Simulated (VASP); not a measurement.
Runs of VASP 6.6.1 on TlBr. Symmetry: Pm-3m, No. 221, cubic system. Conventional cell: a = 3.946 Å, b = 3.946 Å, c = 3.946 Å, α = 90.00°, β = 90.00°, γ = 90.00°. Within 4.5 Å of Tl (site symmetry m-3m) lie 8 Br at 3.42 Å and 6 Tl at 3.95 Å. Br (site symmetry m-3m) has 8 Tl at 3.42 Å and 6 Br at 3.95 Å within 4.5 Å. 

| level | k mesh | cutoff (eV) | smearing | grid for exact exchange (PRECFOCK) | share of exact exchange | screening parameter | gap on the mesh (eV) | pressure (GPa) |
| --- | --- | --- | --- | --- | --- | --- | --- | --- |
| r2SCAN | 4 × 4 × 4 | 550 | gaussian 0.01 eV | - | - | - | 2.23 | 1.1 |
| PBE-based global hybrid with 15 % exact exchange | 4 × 4 × 4 | 400 | gaussian 0.01 eV | Normal | 0.15 | - | 2.59 | 1.6 |
| PBE-based screened hybrid with 40 % exact exchange | 4 × 4 × 4 | 400 | gaussian 0.01 eV | Normal | 0.4 | 0.3 1/Å | 2.63 | 1.4 |
| r2SCAN | 4 × 4 × 4, shifted | 550 | gaussian 0.01 eV | - | - | - | 3.09 | 1.0 |
| r2SCAN | 2 × 2 × 2 | 550 | gaussian 0.01 eV | - | - | - | 2.11 | 4.4 |
| PBE | 2 × 2 × 2 | 500 | gaussian 0.01 eV | - | - | - | 1.66 | (b) |
| HSE06 | 4 × 4 × 4 | 400 | gaussian 0.01 eV | Normal | 0.25 | 0.2079 1/Å | 2.47 | 1.6 |
| r2SCAN+D4 | 4 × 4 × 4 | 550 | gaussian 0.01 eV | - | - | - | 2.23 | 2.0 |
| r2SCAN | 4 × 4 × 4 | 550 | gaussian 0.5 eV | - | - | - | 2.23 | 1.1 |
| PBE-based screened hybrid with 5 % exact exchange | 4 × 4 × 4 | 400 | gaussian 0.01 eV | Normal | 0.05 | 0.2078 1/Å | (a) | 1.9 |

Alike in all rows: task single point; potentials or basis VASP PAW PBE potentials, release 64 (Tl_d, Br); no spin polarisation; cell as given.

Q: Estimate the missing entries.

A: (a) 1.92; (b) 5.7.

Caveats: some runs use coarse meshes; spin-orbit coupling is left out, which moves the levels of the heavy elements; the PAW data sets were made with another functional, which shifts forces and pressure a little (at least some runs); a shifted mesh leaves out Γ, where band edges can lie (at least some runs).

A k mesh can miss the band edges, and the runs leave out spin-orbit coupling on Br, Tl.
